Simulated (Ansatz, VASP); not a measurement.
**Two plane-wave programs on Ca2SeO**

Contents of POSCAR:

```
Ca2SeO
1.0
    3.9213085183      0.0000000000      0.0000000000
    0.0000000000      3.9213085183      0.0000000000
    0.0000000000      0.0000000000      5.5488542209
O Ca Se
1 2 1
Direct
    0.0000000000      0.0000000000      0.0000000000
    0.0000000000      0.0000000000      0.5000000000
    0.5000000000      0.5000000000      0.0000000000
    0.5000000000      0.5000000000      0.5000000000
```

File INCAR.step1:

```
  PREC = Accurate
  ENCUT = 520
  ISMEAR = 0
  SIGMA = 0.01
  LREAL = False
  LASPH = True
  NELM = 80
  NBANDS = 24
  GGA = PE
  ALGO = Normal
  EDIFF = 1E-4
  LWAVE = True
  LCHARG = False
```

File INCAR.step2:

```
  PREC = Accurate
  ENCUT = 520
  EDIFF = 1E-6
  ISMEAR = 0
  SIGMA = 0.01
  LREAL = False
  LASPH = True
  NELM = 80
  ALGO = Normal
  ISIF = 2
  LWAVE = False
  LCHARG = False
  METAGGA = R2SCAN
  LMIXTAU = True
  NBANDS = 24
  ISTART = 1
```

KPOINTS

```
Automatic mesh
0
Gamma
  6 6 4
```

Input for Ansatz:

```yaml
crystal:
  lattice:
    - [3.9213085183, 0.0, 0.0]
    - [0.0, 3.9213085183, 0.0]
    - [0.0, 0.0, 5.5488542209]
  atoms:
    - { symbol: O, position: [0.0, 0.0, 0.0] }
    - { symbol: Ca, position: [0.0, 0.0, 0.5] }
    - { symbol: Se, position: [0.5, 0.5, 0.5] }
    - { symbol: Ca, position: [0.5, 0.5, 0.0] }
kpoints:
  mp_grid: { grid: [6, 6, 4] }
hamiltonian:
  xc: r2scan
scf:
  occupations: { method: fixed }
  n_extra_bands: 5
output:
  forces: true
  stress: true
  eigenvalues: true
```

Alike in both runs: task single point; functional r2SCAN; k mesh 6 × 6 × 4; no spin polarisation.

```csv
,VASP,Ansatz
version,VASP 6.6.1,Ansatz 0.2.0
potentials or method,"VASP PAW PBE potentials, release 64 (O, Ca_sv, Se)","plane waves, PAW"
plane-wave cutoff (eV),520,500
occupations,"gaussian, width 0.01 eV",fixed
valence electrons in the cell,32,42
```

Ansatz gave:

```
gap on the k mesh at the Fermi level (eV) : 2.54
pressure (GPa)                            : -1.9
```

**Question.** Estimate VASP's values.

**Answer.** gap on the k mesh at the Fermi level (eV): 2.54; pressure (GPa): -1.5.

VASP's potentials were made for PBE, not for r2SCAN. VASP's potentials hold 32 valence electrons a cell and Ansatz's 42, so a difference there can come from the potentials and not from the codes.
